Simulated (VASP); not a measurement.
# AlN (F-43m) in VASP: a series of runs, part 2 of 2

VASP 6.6.1.

## Step 4: Vibrations by perturbation theory, LDA

This run uses another cell than the first one, of 10.23 Å³/atom.

INCAR

```
SYSTEM = AlN
  PREC = Accurate
  ENCUT = 520
  EDIFF = 1E-8
  ISMEAR = 0
  SIGMA = 0.01
  LREAL = .FALSE.
  LASPH = .TRUE.
  NELM = 80
  ALGO = Normal
  ISIF = 2
  LWAVE = .FALSE.
  LCHARG = .TRUE.
  GGA = CA
  IBRION = 8
  NSW = 1
  LEPSILON = .TRUE.
```

KPOINTS

```
Automatic mesh
0
G
  8 8 8
  0 0 0
```

POSCAR

```
AlN
1.0
    0.0000000000      2.1711430934      2.1711430934
    2.1711430934      0.0000000000      2.1711430934
    2.1711430934      2.1711430934      0.0000000000
Al N
1 1
Direct
    0.0000000000      0.0000000000      0.0000000000
    0.2500000000      0.2500000000      0.2500000000
```

Potentials or basis: VASP PAW LDA potentials, release 64 (Al, N).

Started as:

```sh
> cat potpaw_LDA.64/Al/POTCAR potpaw_LDA.64/N/POTCAR > POTCAR
> mpirun -np 1 vasp_std > vasp.out
```

OUTCAR:

```text
SYSTEM = AlN
   PREC = Accurate
   ENCUT = 520
   EDIFF = 1E-8
   ISMEAR = 0
   LREAL = .FALSE.
   LASPH = .TRUE.
   NELM = 80
   ISIF = 2
   GGA = CA
   IBRION = 8
   NSW = 1
   LEPSILON = .TRUE.

 ion  position               nearest neighbor table
   1  0.000  0.000  0.000-   2 1.88   2 1.88   2 1.88   2 1.88
   2  0.250  0.250  0.250-   1 1.88   1 1.88   1 1.88   1 1.88

  LATTYP: Found a face centered cubic cell.
 ALAT       =     4.3422861868

  Lattice vectors:

 A1 = (   0.0000000000,   2.1711430934,   2.1711430934)
 A2 = (   2.1711430934,   0.0000000000,   2.1711430934)
 A3 = (   2.1711430934,   2.1711430934,   0.0000000000)

Analysis of symmetry for initial positions (statically):
=====================================================================
 Subroutine PRICEL returns:
 Original cell was already a primitive cell.

 Routine SETGRP: Setting up the symmetry group for a
 face centered cubic supercell.

 Subroutine GETGRP returns: Found 24 space group operations
 (whereof 24 operations were pure point group operations)
 out of a pool of 48 trial point group operations.

The static configuration has the point symmetry T_d .

Analysis of symmetry for dynamics (positions and initial velocities):
=====================================================================
 Subroutine PRICEL returns:
 Original cell was already a primitive cell.

 Routine SETGRP: Setting up the symmetry group for a
 face centered cubic supercell.
[... 522 lines left out ...]

 PIEZOELECTRIC TENSOR (including local field effects)  for field in x, y, z        (C/m^2)
          XX          YY          ZZ          XY          YZ          ZX
  --------------------------------------------------------------------------------
  x     0.00000    -0.00000     0.00000     0.00000    -0.60871     0.00000
  y     0.00000    -0.00000     0.00000     0.00000     0.00000    -0.60871
  z     0.00000     0.00000    -0.00000    -0.60871     0.00000     0.00000

 BORN EFFECTIVE CHARGES (including local field effects) (in |e|, cummulative output)
 ---------------------------------------------------------------------------------
 ion    1
    1     2.53091     0.00000     0.00000
    2     0.00000     2.53091     0.00000
    3     0.00000     0.00000     2.53091
 ion    2
    1    -2.53091     0.00000     0.00000
    2     0.00000    -2.53091     0.00000
    3     0.00000    -0.00000    -2.53091

 INTERNAL STRAIN TENSOR FOR ION    2 for displacements in x,y,z  (eV/Angst):
          X           Y           Z          XY          YZ          ZX
  --------------------------------------------------------------------------------
  x     0.00000     0.00000     0.00000     0.00000    -9.66174     0.00000
  y     0.00000     0.00000     0.00000     0.00000     0.00000    -9.66174
  z     0.00000     0.00000     0.00000    -9.66174     0.00000     0.00000

 SECOND DERIVATIVES (NOT SYMMETRIZED)
 ------------------------------------
               1X          1Y          1Z          2X          2Y          2Z
  1X   -15.238912    0.000000    0.000000   15.238912    0.000000    0.000000
  1Y     0.000000  -15.238912    0.000000    0.000000   15.238912    0.000000
  1Z     0.000000    0.000000  -15.238912    0.000000    0.000000   15.238912
  2X    15.241338    0.000000    0.000000  -15.241338    0.000000    0.000000
  2Y     0.000000   15.241338    0.000000    0.000000  -15.241338    0.000000
  2Z     0.000000    0.000000   15.241338    0.000000    0.000000  -15.241338

 Eigenvectors and eigenvalues of the dynamical matrix
 ----------------------------------------------------

   1 f  =   20.101964 THz   126.304364 2PiTHz  670.529338 cm-1    83.135005 meV
             X         Y         Z           dx          dy          dz
      0.000000  0.000000  0.000000     0.000000    0.584467    0.000000
      1.085572  1.085572  1.085572     0.000000   -0.811417    0.000000
[... 21 lines left out ...]
   6 f/i=    0.000759 THz     0.004766 2PiTHz    0.025304 cm-1     0.003137 meV
             X         Y         Z           dx          dy          dz
      0.000000  0.000000  0.000000     0.000000    0.000000    0.811417
      1.085572  1.085572  1.085572     0.000000    0.000000    0.584467

--------------------------------------------------------------------------------------------------------

 MACROSCOPIC STATIC DIELECTRIC TENSOR IONIC CONTRIBUTION
 ------------------------------------------------------
           3.715659     0.000000     0.000000
           0.000000     3.715659     0.000000
           0.000000     0.000000     3.715659
 ------------------------------------------------------

 ELASTIC MODULI CONTR FROM IONIC RELAXATION (kBar)
 Direction    XX          YY          ZZ          XY          YZ          ZX
 --------------------------------------------------------------------------------
 XX          -0.0000     -0.0000     -0.0000     -0.0000      0.0000      0.0000
 YY          -0.0000     -0.0000     -0.0000     -0.0000     -0.0000      0.0000
 ZZ          -0.0000     -0.0000     -0.0000      0.0000     -0.0000      0.0000
 XY          -0.0000     -0.0000      0.0000   -449.4176      0.0000      0.0000
 YZ           0.0000     -0.0000     -0.0000      0.0000   -449.4176      0.0000
 ZX           0.0000      0.0000      0.0000      0.0000      0.0000   -449.4176
 --------------------------------------------------------------------------------

 PIEZOELECTRIC TENSOR IONIC CONTR  for field in x, y, z        (C/m^2)
          XX          YY          ZZ          XY          YZ          ZX
  --------------------------------------------------------------------------------
  x     0.00000     0.00000     0.00000     0.00000     1.21595     0.00000
  y    -0.00000     0.00000    -0.00000     0.00000     0.00000     1.21595
  z     0.00000     0.00000    -0.00000     1.21595     0.00000     0.00000
```

OSZICAR:

```text
N       E                     dE             d eps       ncg     rms          rms(c)
DAV:   1     0.420255245641E+01    0.42026E+01   -0.42848E+03   520   0.841E+02
DAV:   2    -0.186202237489E+02   -0.22823E+02   -0.21639E+02   632   0.123E+02
DAV:   3    -0.189417933108E+02   -0.32157E+00   -0.32157E+00   552   0.181E+01
DAV:   4    -0.189424429716E+02   -0.64966E-03   -0.64966E-03   656   0.809E-01
DAV:   5    -0.189424444654E+02   -0.14939E-05   -0.14939E-05   560   0.308E-02    0.875E+00
[... 129 lines left out ...]
RMM:   5    -0.234786554548E+00    0.16850E-04   -0.20590E-05  2533   0.411E-02    0.253E-03
RMM:   6    -0.234816174446E+00   -0.29620E-04   -0.29665E-07  2553   0.474E-03    0.899E-04
RMM:   7    -0.234816099083E+00    0.75363E-07    0.13484E-08  2610   0.939E-04    0.482E-05
RMM:   8    -0.234815364411E+00    0.73467E-06   -0.97375E-10  2640   0.117E-04    0.296E-05
RMM:   9    -0.234815360146E+00    0.42645E-08   -0.14433E-09  2722   0.295E-05    0.281E-06
 Linear response finished
```

Wall time 98 s (1 thread of Intel Xeon 8259CL, shared host); peak memory 0.16 GiB.

Results:

```yaml
Electronic_dielectric_tensor_diagonal: 4.56
Born_charges_mean_of_the_diagonal: Al +2.53; N -2.53 e
Highest_phonon_frequency_at_Γ_LO-TO_splitting_left_out: 671 cm⁻¹
```

Phonon frequencies in cm⁻¹ (negative: imaginary):
```csv
q point,frequencies
"(0.000, 0.000, 0.000)",0 0 0 671 671 671
```

Electronic dielectric tensor:
```
4.56 0.00 0.00
0.00 4.56 0.00
0.00 0.00 4.56
```

Born effective charge tensors (e):
atom 1, Al
```
2.53 0.00 0.00
0.00 2.53 0.00
0.00 0.00 2.53
```
atom 2, N
```
-2.53  0.00  0.00
 0.00 -2.53  0.00
 0.00  0.00 -2.53
```
